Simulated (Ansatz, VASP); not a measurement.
Si4S7: VASP beside Ansatz

```
Si S
1.0
    -3.21519    5.50073    2.79606
     6.43038  -11.00146    5.59212
     3.21519    5.50073   -2.79606
Si S
4 7
Direct
  0.75000 0.37500 0.00000
  0.25000 0.12500 0.00000
  0.75000 0.87500 0.00000
  0.25000 0.62500 0.00000
  0.89544 0.40999 0.71541
  0.39544 0.34001 0.07546
  0.60456 0.15999 0.92454
  0.89544 0.90999 0.71541
  0.10456 0.59001 0.28459
  0.39544 0.84001 0.07546
  0.60456 0.65999 0.92454
```

Alike in both runs: task relaxation of the atoms; functional PBE; k mesh 3 × 3 × 3; occupations gaussian, width 0.05 eV; no spin polarisation.

|  | VASP | Ansatz |
| --- | --- | --- |
| version | VASP 6.6.1 | Ansatz 0.2.0 |
| potentials or method | VASP PAW PBE potentials, release 64 (Si, S), cutoff 450 eV | scalar-relativistic, plane waves, PAW |
| valence electrons in the cell | 58 | 58 |

VASP gave:

```
gap on the k mesh at the Fermi level, each at its own relaxed structure (eV) : 2.73
```

Task: What did Ansatz give for the same quantities?

Result: gap on the k mesh at the Fermi level, each at its own relaxed structure (eV): 2.72.

Ansatz's warnings: stress scf threshold loose.

The k mesh is coarse, so the values compare programs but aren't converged.
